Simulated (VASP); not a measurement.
**Al3BiO: relaxation of cell and atoms with PBE**

Al3BiO:

```
Al Bi O
1.0
     4.82317    0.00000    0.00000
    -2.41159    4.17699    0.00000
     0.00000    0.00000    5.22462
Al Bi O
3 1 1
Direct
  0.50000 0.00000 0.50000
  0.00000 0.50000 0.50000
  0.50000 0.50000 0.50000
  0.00000 0.00000 0.00000
  0.00000 0.00000 0.50000
```

```
Program                : VASP 6.6.1
Task                   : relaxation of cell and atoms
Functional             : PBE
Potentials or basis    : VASP PAW PBE potentials, release 64 (Al, Bi_d, O)
Cutoff                 : 600 eV
k mesh                 : 6 × 6 × 4
Occupations            : gaussian, width 0.1 eV
Spin                   : no spin polarisation
Dipole correction      : no
Further INCAR settings : ALGO = Normal; EDIFF = 1e-07; IBRION = 2; EDIFFG = -0.04; NSW = 90; ISIF = 3
```

```json
{
 "Relaxed volume": "22.44 Å³/atom",
 "Relaxed cell": "a = 5.176 Å, b = 5.176 Å, c = 4.835 Å, α = 90.00°, β = 90.00°, γ = 120.00°",
 "Space group after relaxing (to 0.05 Å)": "P6/mmm (No. 191)",
 "Energy gained by relaxing": "112.7 meV/atom",
 "Ionic steps": "7",
 "Pressure after relaxing": "0.1 GPa",
 "Band gap on the k mesh": "zero (band 15 reaches 5.46 eV, above the bottom of band 16 at 4.63 eV)"
}
```

Stress tensor (GPa, compression positive):
```
 0.28  0.00  0.00
 0.00  0.28  0.00
 0.00  0.00 -0.10
```

Step by step:
```
step  energy change (eV)  largest force (eV/Å)  pressure (GPa)  volume (Å³)
   1              0.0000                0.0000            6.13       105.26
   2             -0.4821                0.0000           -2.24       117.65
   3             -0.4828                0.0000           -1.94       116.97
   4             -0.5519                0.0000           -0.56       113.38
   5             -0.5611                0.0000            0.25       111.78
   6             -0.5613                0.0000            0.37       111.55
   7             -0.5636                0.0000            0.15       112.19
```

Final structure:
```
Al Bi O
1.0
     5.17625    0.00000    0.00000
    -2.58812    4.48276    0.00000
     0.00000    0.00000    4.83481
Al Bi O
3 1 1
Direct
  0.50000 0.00000 0.50000
  0.00000 0.50000 0.50000
  0.50000 0.50000 0.50000
  0.00000 0.00000 0.00000
  0.00000 0.00000 0.50000
```

Levels at points of the mesh, in eV from the Fermi level:
```tsv
k point	band 13	band 14	band 15	band 16	band 17	band 18
(0.00, 0.00, 0.00)	-1.27	-1.27	-0.40	0.40	0.40	3.54
(0.50, 0.00, 0.00)	-0.62	-0.38	-0.22	-0.07	1.30	1.98
(0.00, 0.00, 0.50)	-1.08	-0.94	-0.94	-0.50	-0.50	1.75
(0.50, 0.00, 0.50)	-2.24	-1.22	-1.12	0.19	0.39	3.03
```

It took 2.8 min on 1 thread of AMD EPYC 9R45 96-Core Processor (Zen 5), on a shared host, peak memory 0.25 GiB.

Caveat: spin-orbit coupling is left out, which moves the levels of the heavy elements.
